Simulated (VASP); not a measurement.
# Al5P2 (P-4m2) in VASP: relaxation of cell and atoms with PBE

Aim: the relaxation of cell and atoms of Al5P2 with PBE.

Everything below comes from runs of VASP 6.6.1. Logs are shortened: lines on timing, memory, paths and dates and some standing lists are left out, and cuts for length are marked.

### 1 The cell of the first run

The structure is tetragonal, space group P-4m2 (No. 115). The conventional cell has a = 3.803 Å, b = 3.803 Å, c = 10.041 Å, α = 90.00°, β = 90.00°, γ = 90.00°. Al (site symmetry -4m2) has 4 P at 2.37 Å within 3.1 Å. Al (site symmetry 2mm) has 2 P at 2.37 Å and 4 Al at 2.72 to 3.10 Å within 3.1 Å. Within 3.6 Å of Al (site symmetry 2mm) lie 8 Al at 2.72 to 3.10 Å. Within 3.1 Å of P (site symmetry 2mm) lie 4 Al at 2.37 Å.

### 2 Relaxation of cell and atoms, PBE

INCAR

```
ALGO = Normal
EDIFF = 1E-6
EDIFFG = -0.01
ENCUT = 600
GGA = PE
IBRION = 2
ISIF = 3
ISMEAR = 0
LASPH = T
LCHARG = F
LREAL = F
LWAVE = F
NELM = 60
NSW = 100
PREC = Accurate
SIGMA = 0.1
```

KPOINTS

```
k-points
0
Gamma
  8 8 4
```

POSCAR

```
Al5P2
1.0
    3.8028806699      0.0000000000      0.0000000000
    0.0000000000      3.8028806699      0.0000000000
    0.0000000000      0.0000000000     10.0414649939
Al P
5 2
Direct
    0.0000000000      0.0000000000      0.0000000000
    0.5000000000      0.5000000000      0.7185824391
    0.5000000000      0.5000000000      0.2814175609
    0.5000000000      0.0000000000      0.5252244634
    0.0000000000      0.5000000000      0.4747755366
    0.5000000000      0.0000000000      0.1402055703
    0.0000000000      0.5000000000      0.8597944297
```

Potentials or basis: VASP PAW PBE potentials, release 64 (Al, P).

Launch:

```sh
$ cat potpaw_PBE.64/Al/POTCAR potpaw_PBE.64/P/POTCAR > POTCAR
$ mpirun -np 1 vasp_std > vasp.out
```

OUTCAR:

```text
EDIFF = 1E-6
   EDIFFG = -0.01
   ENCUT = 600
   GGA = PE
   IBRION = 2
   ISIF = 3
   ISMEAR = 0
   LASPH = T
   LREAL = F
   NELM = 60
   NSW = 100
   PREC = Accurate

 ion  position               nearest neighbor table
   1  0.000  0.000  0.000-   6 2.37   7 2.37   7 2.37   6 2.37
   2  0.500  0.500  0.719-   7 2.37   7 2.37   4 2.72   4 2.72   5 3.10   5 3.10
   3  0.500  0.500  0.281-   6 2.37   6 2.37   5 2.72   5 2.72   4 3.10   4 3.10
   4  0.500  0.000  0.525-   2 2.72   2 2.72   5 2.74   5 2.74   5 2.74   5 2.74   3 3.10   3 3.10

   5  0.000  0.500  0.475-   3 2.72   3 2.72   4 2.74   4 2.74   4 2.74   4 2.74   2 3.10   2 3.10

   6  0.500  0.000  0.140-   1 2.37   1 2.37   3 2.37   3 2.37
   7  0.000  0.500  0.860-   1 2.37   1 2.37   2 2.37   2 2.37

  LATTYP: Found a simple tetragonal cell.
 ALAT       =     3.8028806699
 C/A-ratio  =     2.6404891096

  Lattice vectors:

 A1 = (   3.8028806699,   0.0000000000,   0.0000000000)
 A2 = (   0.0000000000,   3.8028806699,   0.0000000000)
 A3 = (   0.0000000000,   0.0000000000,  10.0414649939)

Analysis of symmetry for initial positions (statically):
=====================================================================
 Subroutine PRICEL returns:
 Original cell was already a primitive cell.

 Routine SETGRP: Setting up the symmetry group for a
 simple tetragonal supercell.

 Subroutine GETGRP returns: Found  8 space group operations
 (whereof  8 operations were pure point group operations)
 out of a pool of 16 trial point group operations.

The static configuration has the point symmetry D_2d.

Analysis of symmetry for dynamics (positions and initial velocities):
=====================================================================
 Subroutine PRICEL returns:
 Original cell was already a primitive cell.

 Routine SETGRP: Setting up the symmetry group for a
 simple tetragonal supercell.

 Subroutine GETGRP returns: Found  8 space group operations
 (whereof  8 operations were pure point group operations)
 out of a pool of 16 trial point group operations.

The dynamic configuration has the point symmetry D_2d.

 Subroutine INISYM returns: Found  8 space group operations
 (whereof  8 operations are pure point group operations),
 and found     1 'primitive' translations

[... 125 lines left out ...]
  volume/ion in A,a.u.               =      20.75       140.00
  Fermi-wavevector in a.u.,A,eV,Ry     =   0.910711  1.720995 11.284602  0.829395
  Thomas-Fermi vector in A             =   2.034905
   LORBIT       =      0    0 simple, 1 ext, 2 COOP (PROOUT), +10 PAW based schemes
   GGA     = PE    functional components
   LHFCALC =     F    Hartree Fock is set to
   AEXX    =    0.0000 exact exchange contribution
   IVDW    =     0    specifies the selected vdW correction
   LEPSILON=     F    determine dielectric tensor
   LRPA    =     F    only Hartree local field effects (RPA)
 conjugate gradient relaxation of ions
 non-spin polarized calculation
 Gauss-broadening in eV      SIGMA  =   0.10
  energy-cutoff  :      600.00
  volume of cell :      145.22
 maximum number of plane-waves:      4873
   NGX = 15   NGY = 15   NGZ = 41

--------------------------------------- Ionic step        1  -------------------------------------------

 number of electron      24.9999999 magnetization

 Free energy of the ion-electron system (eV)
  ---------------------------------------------------
  ext. energy  EPLUGINS =         0.00000000
  ---------------------------------------------------
  free energy    TOTEN  =       -30.55959344 eV

  energy without entropy =      -30.54149725  energy(sigma->0) =      -30.55054535

------------------------ aborting loop because EDIFF is reached ----------------------------------------

  FORCE on cell =-STRESS in cart. coord.  units (eV):
  Direction    XX          YY          ZZ          XY          YZ          ZX
  --------------------------------------------------------------------------------------
  -------------------------------------------------------------------------------------
  Total        0.0868916      0.0868916     -0.0248775      0.0000000      0.0000000      0.0000000
  in kB        0.9586626      0.9586626     -0.2744698      0.0000000      0.0000000      0.0000000
  external PRESSURE =       0.5476185 kB  Pullay stress =       0.0000000 kB
[... 104 lines left out ...]
  FREE ENERGIE OF THE ION-ELECTRON SYSTEM (eV)
  ---------------------------------------------------
  free  energy   TOTEN  =       -30.5692360555 eV

  energy  without entropy=      -30.5548890274  energy(sigma->0) =      -30.56206254

[... ionic steps 4 to 10 ...]

--------------------------------------- Ionic step       11  -------------------------------------------

 number of electron      24.9999998 magnetization

------------------------ aborting loop because EDIFF is reached ----------------------------------------
[... 77 lines left out ...]
--------------------------------------- Ionic step       13  -------------------------------------------

 number of electron      24.9999998 magnetization

 Free energy of the ion-electron system (eV)
  ---------------------------------------------------
  ext. energy  EPLUGINS =         0.00000000
  ---------------------------------------------------
  free energy    TOTEN  =       -30.58171755 eV

  energy without entropy =      -30.57155267  energy(sigma->0) =      -30.57663511

 E-fermi :   5.3266     XC(G=0):  -9.2079

 val. band max:        5.3031591242   @ k =   0.5000   0.2500   0.2500
 cond. band min:       5.3494934268   @ k =   0.0000   0.0000   0.0000
 fundamental gap:      0.0463343027
 Fermi energy:         5.3265745319

 k-point     1 :       0.0000    0.0000    0.0000
  band No.  band energies     occupation
      1      -6.5875      2.00000
      2      -5.5607      2.00000
      3      -3.7338      2.00000
      4      -0.1348      2.00000
      5       0.1373      2.00000
      6       3.0009      2.00000
[... 433 lines left out ...]
      3      -1.8553      2.00000
      4      -0.8113      2.00000
      5      -0.3286      2.00000
      6      -0.1026      2.00000
[... 8 lines left out ...]
     15       7.4978      0.00000
     16       8.0365      0.00000

 [... further k-points ...]

------------------------ aborting loop because EDIFF is reached ----------------------------------------

  FORCE on cell =-STRESS in cart. coord.  units (eV):
  Direction    XX          YY          ZZ          XY          YZ          ZX
  --------------------------------------------------------------------------------------
  -------------------------------------------------------------------------------------
  Total        0.0231470      0.0231470     -0.0326939      0.0000000      0.0000000      0.0000000
  in kB        0.2565326      0.2565326     -0.3623383      0.0000000      0.0000000      0.0000000
  external PRESSURE =       0.0502423 kB  Pullay stress =       0.0000000 kB
[... 22 lines left out ...]
  FREE ENERGIE OF THE ION-ELECTRON SYSTEM (eV)
  ---------------------------------------------------
  free  energy   TOTEN  =       -30.5817175485 eV

  energy  without entropy=      -30.5715526691  energy(sigma->0) =      -30.57663511

 reached required accuracy - stopping structural energy minimisation
```

CONTCAR:

```text
Al5P2
   1.00000000000000
     3.8074643341847696    0.0000000000000000    0.0000000000000000
     0.0000000000000000    3.8074643341847696   -0.0000000000000000
    -0.0000000000000000    0.0000000000000000    9.9722020730853771
  Al              P
     5     2
Direct
     1.0000000000000000    0.0000000000000000    0.0000000000000000
     0.5000000000000000    0.5000000000000000    0.7139927056359811
     0.5000000000000000    0.5000000000000000    0.2860072943640187
     0.5000000000000000    0.0000000000000000    0.5169081268486626
     0.0000000000000000    0.5000000000000000    0.4830918731513373
     0.5000000000000000    0.0000000000000000    0.1420343105318036
     0.0000000000000000    0.5000000000000000    0.8579656894681965

  0.00000000E+00  0.00000000E+00  0.00000000E+00
  0.00000000E+00  0.00000000E+00  0.00000000E+00
  0.00000000E+00  0.00000000E+00  0.00000000E+00
  0.00000000E+00  0.00000000E+00  0.00000000E+00
  0.00000000E+00  0.00000000E+00  0.00000000E+00
  0.00000000E+00  0.00000000E+00  0.00000000E+00
  0.00000000E+00  0.00000000E+00  0.00000000E+00
```

Run time: 16 min. Hardware: 1 thread of Intel Xeon 8259CL, shared host; peak memory 0.33 GiB.

Results:

| Item | Value |
| --- | --- |
| Free energy | -30.5817 eV |
| Relaxed volume | 20.65 Å³/atom |
| Relaxed cell | a = 3.807 Å, b = 3.807 Å, c = 9.972 Å, α = 90.00°, β = 90.00°, γ = 90.00° |
| Space group after relaxing (to 0.1 Å) | P-4m2 (No. 115) |
| Energy gained by relaxing | 3.2 meV/atom |
| Ionic steps | 13 |
| Pressure after relaxing | 0.0 GPa |
| Largest force after relaxing | 0.007 eV/Å |
| Band gap on the k mesh | zero (an odd number of electrons rules out a gap without spin polarisation) |

Forces on the atoms (eV/Å):
```
Al   0.000  0.000  0.000
Al   0.000  0.000 -0.002
Al   0.000  0.000  0.002
Al   0.000  0.000 -0.007
Al   0.000  0.000  0.007
P    0.000  0.000  0.002
P    0.000  0.000 -0.002
```

The path:
| step | energy change (eV) | largest force (eV/Å) | pressure (GPa) | volume (Å³) |
| --- | --- | --- | --- | --- |
| 1 | 0.0000 | 0.1430 | 0.05 | 145.22 |
| 2 | -0.0034 | 0.1347 | -0.06 | 145.37 |
| 3 | -0.0096 | 0.1387 | -0.40 | 145.82 |
| 4 | -0.0103 | 0.1640 | -0.56 | 146.03 |
| 5 | -0.0119 | 0.1571 | -0.50 | 145.87 |
| 6 | -0.0157 | 0.1371 | -0.31 | 145.37 |
| 7 | -0.0184 | 0.1776 | 0.08 | 144.39 |
| 8 | -0.0185 | 0.1718 | 0.03 | 144.52 |
| 9 | -0.0200 | 0.1250 | 0.02 | 144.53 |
| 10 | -0.0216 | 0.0503 | 0.01 | 144.57 |
| 11 | -0.0218 | 0.0377 | 0.00 | 144.58 |
| 12 | -0.0221 | 0.0089 | -0.02 | 144.61 |
| 13 | -0.0221 | 0.0073 | 0.01 | 144.56 |

Final structure:
```
Al P
1.0
     3.80746    0.00000    0.00000
     0.00000    3.80746    0.00000
     0.00000    0.00000    9.97220
Al P
5 2
Direct
  0.00000 0.00000 0.00000
  0.50000 0.50000 0.71399
  0.50000 0.50000 0.28601
  0.50000 0.00000 0.51691
  0.00000 0.50000 0.48309
  0.50000 0.00000 0.14203
  0.00000 0.50000 0.85797
```

Levels at points of the mesh, in eV from the Fermi level:
```tsv
k point	band 9	band 10	band 11	band 12	band 13	band 14	band 15	band 16
(0.00, 0.00, 0.00)	-1.40	-1.24	0.02	0.02	0.25	0.95	1.94	2.46
(0.50, 0.00, 0.00)	-2.31	-1.49	-1.39	-1.37	1.62	2.81	2.94	3.04
(0.50, 0.50, 0.00)	-3.50	-3.23	-3.23	-2.79	-0.70	-0.14	-0.14	1.55
(0.00, 0.00, 0.50)	-1.50	-1.50	0.20	0.20	1.08	1.31	1.58	2.47
(0.50, 0.00, 0.50)	-1.39	-1.37	-1.19	-0.46	1.54	1.58	1.98	2.89
(0.50, 0.50, 0.50)	-3.63	-2.95	-2.95	-2.60	-1.27	-0.83	-0.83	1.54
```
